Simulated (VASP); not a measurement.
Input of a VASP 6.6.1 run:

INCAR

```
SYSTEM = Ti5Si
PREC = Accurate
ENCUT = 520
EDIFF = 1E-6
ISMEAR = 0
SIGMA = 0.1
LREAL = .FALSE.
LASPH = .TRUE.
NELM = 80
ALGO = Normal
ISIF = 2
LWAVE = .FALSE.
LCHARG = .TRUE.
GGA = PS
LELF = .TRUE.
LVHAR = .TRUE.
NBANDS = 41
```

File KPOINTS:

```
Automatic mesh
0
G
  12 12 8
  0 0 0
```

The input POSCAR:

```
Ti5Si
1.0
    2.2282369557     -3.8594196186      0.0000000000
   -4.4564739114      0.0000000000      0.0000000000
    0.0000000000      0.0000000000     -5.4754834522
Ti Si
5 1
Direct
    0.0000000000      1.0000000000      0.5049275510
    0.0000000000      1.0000000000     -0.0049275510
    0.3333333333      0.6666666667      0.2500000000
    0.3333333333      0.6666666667      0.7500000000
    0.6666666667      0.3333333333      0.2500000000
    0.6666666667      0.3333333333      0.7500000000
```

Potentials or basis: VASP PAW PBE potentials, release 64 (Ti_sv, Si).

Launch:

```sh
$ cat potpaw_PBE.64/Ti_sv/POTCAR potpaw_PBE.64/Si/POTCAR > POTCAR
$ mpirun -np 1 vasp_std > vasp.out
```

Problem. Estimate the largest force.

Solution. 0.014 eV/Å.

Problem. Estimate the pressure.

Solution. -0.3 GPa.

Stress tensor (GPa, compression positive):
```
-0.32  0.00  0.00
 0.00 -0.32  0.00
 0.00  0.00 -0.23
```

Caveat: the PAW data sets were made with another functional, which shifts forces and pressure a little.
